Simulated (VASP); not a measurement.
# CuO (Cccm) in VASP: a series of runs

Runs on CuO. Level: PBE. Tasks: single point.

Everything below comes from runs of VASP 6.6.1. Logs are shortened: lines on timing, memory, paths and dates and some standing lists are left out, and cuts for length are marked.

### Step 1. The cell of the first run

It takes space group Cccm (No. 66, orthorhombic). The conventional cell has a = 4.743 Å, b = 4.936 Å, c = 4.260 Å, α = 90.00°, β = 90.00°, γ = 90.00°. Cu (site symmetry 2/m) has 4 O at 2.02 Å within 2.7 Å. Within 2.7 Å of O (site symmetry 222) lie 4 Cu at 2.02 Å and 2 O at 2.13 Å.

### Step 2. Single point, PBE

INCAR

```
SYSTEM = CuO
PREC = Accurate ; ENCUT = 600
EDIFF = 1E-6 ; ISMEAR = -1
SIGMA = 0.05 ; LREAL = .FALSE.
LASPH = .TRUE. ; NELM = 120
ALGO = Normal ; ISIF = 2
LWAVE = .FALSE. ; LCHARG = .FALSE.
GGA = PE ; NBANDS = 25
GGA_COMPAT = .FALSE.
```

KPOINTS

```
regular mesh
0
G
  7 7 5
  0 0 0
```

POSCAR

```
CuO
1.0
    3.4220509700     -0.0684410194      0.0000000000
   -0.0684410194      3.4220509700      0.0000000000
    0.0000000000      0.0000000000      4.2604614800
Cu O
2 2
Direct
    0.0000000000      0.5000000000      0.0000000000
    0.5000000000      0.0000000000      0.5000000000
    0.0000000000      0.0000000000      0.2500000000
    0.0000000000      0.0000000000      0.7500000000
```

Potentials or basis: VASP PAW PBE potentials, release 64 (Cu, O).

Command:

```bash
$ cat potpaw_PBE.64/Cu/POTCAR potpaw_PBE.64/O/POTCAR > POTCAR
$ mpirun -np 1 vasp_std > vasp.out
```

OUTCAR:

```text
SYSTEM = CuO
   PREC = Accurate
   ENCUT = 600
   EDIFF = 1E-6
   ISMEAR = -1
   LREAL = .FALSE.
   LASPH = .TRUE.
   NELM = 120
   ISIF = 2
   GGA = PE

 ion  position               nearest neighbor table
   1  0.000  0.500  0.000-   3 2.02   4 2.02   3 2.02   4 2.02
   2  0.500  0.000  0.500-   3 2.02   4 2.02   3 2.02   4 2.02
   3  0.000  0.000  0.250-   1 2.02   2 2.02   1 2.02   2 2.02
   4  0.000  0.000  0.750-   1 2.02   2 2.02   1 2.02   2 2.02

  LATTYP: Found a base centered orthorhombic cell.
 ALAT       =     4.7427206750
 B/A-ratio  =     1.0408163265
 C/A-ratio  =     0.8983159186

  Lattice vectors:

 A1 = (   3.4220509700,  -0.0684410194,   0.0000000000)
 A2 = (  -0.0684410194,   3.4220509700,   0.0000000000)
 A3 = (   0.0000000000,   0.0000000000,   4.2604614800)

Analysis of symmetry for initial positions (statically):
=====================================================================
 Subroutine PRICEL returns:
 Original cell was already a primitive cell.

 Routine SETGRP: Setting up the symmetry group for a
 base centered orthorhombic supercell.

 Subroutine GETGRP returns: Found  8 space group operations
 (whereof  4 operations were pure point group operations)
 out of a pool of  8 trial point group operations.

The static configuration has the point symmetry C_2h.
 The point group associated with its full space group is D_2h.

Analysis of symmetry for dynamics (positions and initial velocities):
=====================================================================
 Subroutine PRICEL returns:
 Original cell was already a primitive cell.

 Routine SETGRP: Setting up the symmetry group for a
 base centered orthorhombic supercell.

 Subroutine GETGRP returns: Found  8 space group operations
 (whereof  4 operations were pure point group operations)
 out of a pool of  8 trial point group operations.

The dynamic configuration has the point symmetry C_2h.
 The point group associated with its full space group is D_2h.

 Subroutine INISYM returns: Found  8 space group operations
 (whereof  4 operations are pure point group operations),
 and found     1 'primitive' translations

----------------------------------------------------------------------------------------

                                     Primitive cell

  volume of cell :      49.8719

  direct lattice vectors                    reciprocal lattice vectors
     3.422050970 -0.068441019  0.000000000     0.292339351  0.005846787  0.000000000
    -0.068441019  3.422050970  0.000000000     0.005846787  0.292339351  0.000000000
     0.000000000  0.000000000  4.260461480     0.000000000  0.000000000  0.234716358

  length of vectors
     3.422735312  3.422735312  4.260461480     0.292397813  0.292397813  0.234716358

  position of ions in fractional coordinates (direct lattice)
     0.000000000  0.500000000  0.000000000
     0.500000000  0.000000000  0.500000000
     0.000000000  0.000000000  0.250000000
     0.000000000  0.000000000  0.750000000

  ion indices of the primitive-cell ions
   primitive index   ion index
                 1           1
                 2           2
                 3           3
                 4           4

----------------------------------------------------------------------------------------

 KPOINTS: regular mesh

Automatic generation of k-mesh.
 Grid dimensions read from file:
 generate k-points for:    7    7    5

 Generating k-lattice:

  Cartesian coordinates                     Fractional coordinates (reciprocal lattice)
     0.041762764  0.000835255  0.000000000     0.142857143 -0.000000000  0.000000000
     0.000835255  0.041762764  0.000000000    -0.000000000  0.142857143  0.000000000
     0.000000000  0.000000000  0.046943272     0.000000000  0.000000000  0.200000000

  Length of vectors
     0.041771116  0.041771116  0.046943272

  Shift w.r.t. Gamma in fractional coordinates (k-lattice)
     0.000000000  0.000000000  0.000000000

 Subroutine IBZKPT returns following result:
 ===========================================

 Found     48 irreducible k-points:

 Following reciprocal coordinates:
            Coordinates               Weight
  0.000000  0.000000  0.000000      1.000000
  0.142857  0.000000  0.000000      4.000000
  0.285714  0.000000  0.000000      4.000000
  0.428571  0.000000  0.000000      4.000000
  0.142857  0.142857  0.000000      2.000000
  0.285714  0.142857  0.000000      4.000000
[... 16 lines left out ...]
  0.428571  0.142857  0.200000      8.000000
 -0.428571  0.142857  0.200000      8.000000
 [... further k-points ...]
   k-points           NKPTS =     48   k-points in BZ     NKDIM =     48   number of bands    NBANDS=     25
   number of dos      NEDOS =    301   number of ions     NIONS =      4
   total plane-waves  NPLWV =  28224
   dimension x,y,z NGX =    28 NGY =   28 NGZ =   36
   dimension x,y,z NGXF=    56 NGYF=   56 NGZF=   72
   ions per type =               2   2
   NGX,Y,Z   is equivalent  to a cutoff of  13.60, 13.60, 14.05 a.u.
   NGXF,Y,Z  is equivalent  to a cutoff of  27.20, 27.20, 28.09 a.u.
 SYSTEM =  CuO
   PREC   = accura    normal or accurate (medium, high low for compatibility)
   ISTART =      0    job   : 0-new  1-cont  2-samecut
   ICHARG =      2    charge: 1-file 2-atom 10-const
   ISPIN  =      1    spin polarized calculation?
   LNONCOLLINEAR =      F non collinear calculations
   LSORBIT =      F    spin-orbit coupling
   LASPH  =      T    aspherical Exc in radial PAW
   ENCUT  =  600.0 eV  44.10 Ry    6.64 a.u.   6.84  6.84  8.51*2*pi/ulx,y,z
   NELM   =    120;   NELMIN=  2; NELMDL= -5     # of ELM steps
   EDIFF  = 0.1E-05   stopping-criterion for ELM
   LREAL  =      F    real-space projection
   EDIFFG = 0.1E-04   stopping-criterion for IOM
   NSW    =      0    number of steps for IOM
   IBRION =     -1    ionic relax: 0-MD 1-quasi-New 2-CG
   NFREE  =      0    steps in history (QN), initial steepest desc. (CG)
   ISIF   =      2    stress and relaxation
   ISYM   =      2    0-nonsym 1-usesym 2-fastsym
   POTIM  = 0.5000    time-step for ionic-motion
   TEBEG  =    0.0;   TEEND  =   0.0 temperature during run
   PSTRESS=    0.0 pullay stress
   NELECT =      34.0000    total number of electrons
   NUPDOWN=      -1.0000    fix difference up-down
   EMIN   =  10.00;   EMAX   =-10.00  energy-range for DOS
   EFERMI =   0.00;   METHOD = LEGACY
   ISMEAR =    -1;   SIGMA  =   0.05  broadening in eV -4-tet -1-fermi 0-gaus
   EFERMI_NEDOS =   21; number of points for ismear=-14 and -15
   IALGO  =     38    algorithm
   IMIX   =      4    mixing-type and parameters
     AMIX     =   0.40;   BMIX     =  1.00
     AMIX_MAG =   1.60;   BMIX_MAG =  1.00
  volume/ion in A,a.u.               =      12.47        84.14
  Fermi-wavevector in a.u.,A,eV,Ry     =   1.440840  2.722793 28.245979  2.076021
  Thomas-Fermi vector in A             =   2.559539
   LORBIT       =      0    0 simple, 1 ext, 2 COOP (PROOUT), +10 PAW based schemes
   GGA     = PE    functional components
   LHFCALC =     F    Hartree Fock is set to
   AEXX    =    0.0000 exact exchange contribution
   IVDW    =     0    specifies the selected vdW correction
   LEPSILON=     F    determine dielectric tensor
   LRPA    =     F    only Hartree local field effects (RPA)
 non-spin polarized calculation
  energy-cutoff  :      600.00
  volume of cell :       49.87
 maximum number of plane-waves:      1684
   NGX = 13   NGY = 13   NGZ = 17

 number of electron      34.0000010 magnetization

 Free energy of the ion-electron system (eV)
  ---------------------------------------------------
  ext. energy  EPLUGINS =         0.00000000
  ---------------------------------------------------
  free energy    TOTEN  =       -18.28476934 eV

  energy without entropy =      -18.26278328  energy(sigma->0) =      -18.27377631

 E-fermi :   4.0176     XC(G=0): -10.6376

 val. band max:        3.9910208786   @ k =   0.1429   0.1429   0.2000
 cond. band min:       4.0316190069   @ k =   0.4286   0.1429   0.0000
 fundamental gap:      0.0405981282
 Fermi energy:         4.0175976000

 k-point     1 :       0.0000    0.0000    0.0000
  band No.  band energies     occupation
      1     -16.0723      2.00000
      2     -13.2881      2.00000
      3      -3.8816      2.00000
      4      -1.2702      2.00000
      5      -1.1487      2.00000
      6      -0.7168      2.00000
[... 17 lines left out ...]
     24      15.6625      0.00000
     25      17.2414      0.00000

 k-point     2 :       0.1429    0.0000    0.0000
  band No.  band energies     occupation
      1     -16.0242      2.00000
      2     -13.2943      2.00000
      3      -3.7849      2.00000
      4      -1.3354      2.00000
      5      -1.2046      2.00000
      6      -1.0489      2.00000
[... 17 lines left out ...]
     24      15.7732      0.00000
     25      17.1659      0.00000

 k-point     3 :       0.2857    0.0000    0.0000
  band No.  band energies     occupation
      1     -15.9131      2.00000
      2     -13.3082      2.00000
      3      -3.5487      2.00000
      4      -2.3001      2.00000
      5      -1.1106      2.00000
      6      -0.8923      2.00000
[... 17 lines left out ...]
     24      16.4624      0.00000
     25      16.7528      0.00000

 k-point     4 :       0.4286    0.0000    0.0000
  band No.  band energies     occupation
      1     -15.8208      2.00000
      2     -13.3193      2.00000
      3      -3.3184      2.00000
      4      -2.9287      2.00000
      5      -1.0439      2.00000
      6      -0.9848      2.00000
[... 17 lines left out ...]
     24      15.0292      0.00000
     25      17.0822      0.00000
[... 477 lines left out ...]
 k-point    22 :       0.2857    0.1429    0.2000
  band No.  band energies     occupation
      1     -15.6816      2.00000
      2     -13.6509      2.00000
      3      -2.8397      2.00000
      4      -2.1308      2.00000
      5      -1.4954      2.00000
      6      -0.8120      2.00000
[... 17 lines left out ...]
     24      15.2259      0.00000
     25      17.5755      0.00000

 k-point    23 :       0.4286    0.1429    0.2000
  band No.  band energies     occupation
      1     -15.5977      2.00000
      2     -13.6437      2.00000
      3      -2.7345      2.00000
      4      -2.5818      2.00000
      5      -1.5310      2.00000
      6      -0.6422      2.00000
[... 17 lines left out ...]
     24      15.7090      0.00000
     25      17.5361      0.00000

 k-point    24 :      -0.4286    0.1429    0.2000
  band No.  band energies     occupation
      1     -15.5988      2.00000
      2     -13.6442      2.00000
      3      -2.7302      2.00000
      4      -2.5855      2.00000
      5      -1.5181      2.00000
      6      -0.6239      2.00000
[... 17 lines left out ...]
     24      15.7403      0.00000
     25      17.6171      0.00000

 [... further k-points ...]
[... 5 lines left out ...]
  --------------------------------------------------------------------------------------
  -------------------------------------------------------------------------------------
  Total       -4.4937672     -4.4937672      6.5440584      0.2474980      0.0000000      0.0000000
  in kB     -144.3661305   -144.3661305    210.2334963      7.9510844      0.0000000      0.0000000
  external PRESSURE =     -26.1662549 kB  Pullay stress =       0.0000000 kB

 VOLUME and BASIS-vectors are now :
 -----------------------------------------------------------------------------
  energy-cutoff  :      600.00
  volume of cell :       49.87
      direct lattice vectors                 reciprocal lattice vectors
     3.422050970 -0.068441019  0.000000000     0.292339351  0.005846787  0.000000000
    -0.068441019  3.422050970  0.000000000     0.005846787  0.292339351  0.000000000
     0.000000000  0.000000000  4.260461480     0.000000000  0.000000000  0.234716358

 POSITION                                       TOTAL-FORCE (eV/Angst)
 -----------------------------------------------------------------------------------
     -0.03422      1.71103      0.00000         0.000000      0.000000      0.000000
      1.71103     -0.03422      2.13023         0.000000      0.000000      0.000000
      0.00000      0.00000      1.06512        -0.000000     -0.000000      0.000000
      0.00000      0.00000      3.19535         0.000000      0.000000     -0.000000
 -----------------------------------------------------------------------------------
    total drift:                                0.000000      0.000000      0.000000

  FREE ENERGIE OF THE ION-ELECTRON SYSTEM (eV)
  ---------------------------------------------------
  free  energy   TOTEN  =       -18.2847693374 eV

  energy  without entropy=      -18.2627832844  energy(sigma->0) =      -18.27377631
```

Wall time 36 s (1 thread of Intel Xeon Platinum 8559C (Emerald Rapids), shared host); peak memory 0.2 GiB.

What came out:

* Free energy: -18.2848 eV
* Pressure: -2.6 GPa
* Band gap on the k mesh: zero (band 17 reaches 4.64 eV, above the bottom of band 18 at 3.40 eV)

Caveat: semilocal functionals often make such compounds metallic where correlation or magnetic order opens a gap, which also shifts bond lengths. With open d or f shells a metallic result of PBE can be an artefact of self-interaction; +U or a hybrid may open a gap.

### Step 3. Single point, PBE

INCAR

```
SYSTEM = CuO
PREC = Accurate
ENCUT = 600
EDIFF = 1E-6
ISMEAR = -1
SIGMA = 0.05
LREAL = .FALSE.
LASPH = .TRUE.
NELM = 120
ALGO = Normal
ISIF = 2
LWAVE = .FALSE.
LCHARG = .TRUE.
GGA = PE
LELF = .TRUE.
LVHAR = .TRUE.
NBANDS = 25
GGA_COMPAT = .FALSE.
```

KPOINTS

```
Automatic mesh
0
G
  7 7 5
  0 0 0
```

POSCAR: that of step 2 with these lines changed.

```diff
@@ -2,4 +2,4 @@
 1.0
-    3.4220509700     -0.0684410194      0.0000000000
-   -0.0684410194      3.4220509700      0.0000000000
+    3.4220509700      0.0684410194      0.0000000000
+    0.0684410194      3.4220509700      0.0000000000
     0.0000000000      0.0000000000      4.2604614800
```

Potentials or basis: VASP PAW PBE potentials, release 64 (Cu, O).

Command:

```bash
$ cat potpaw_PBE.64/Cu/POTCAR potpaw_PBE.64/O/POTCAR > POTCAR
$ mpirun -np 1 vasp_std > vasp.out
```

Wall time 40 s (1 thread of Intel Xeon Platinum 8559C (Emerald Rapids), shared host); peak memory 0.2 GiB.

Results (log left out):

```yaml
Free_energy: -18.2848 eV
Pressure: -2.2 GPa
Band_gap_on_the_k_mesh: zero (band 17 reaches 4.64 eV, above the bottom of band 18 at 3.40 eV)
```

Stress tensor (GPa, compression positive):
```
-14.05  -0.79   0.00
 -0.79 -14.05   0.00
  0.00   0.00  21.41
```

Levels at points of the mesh, in eV from the Fermi level:
```tsv
k point	band 13	band 14	band 15	band 16	band 17	band 18	band 19	band 20	band 21	band 22
(0.00, 0.00, 0.00)	-2.22	-2.21	-1.25	0.41	0.49	0.61	0.69	6.12	7.20	9.63
```

Caveat: semilocal functionals often make such compounds metallic where correlation or magnetic order opens a gap, which also shifts bond lengths.
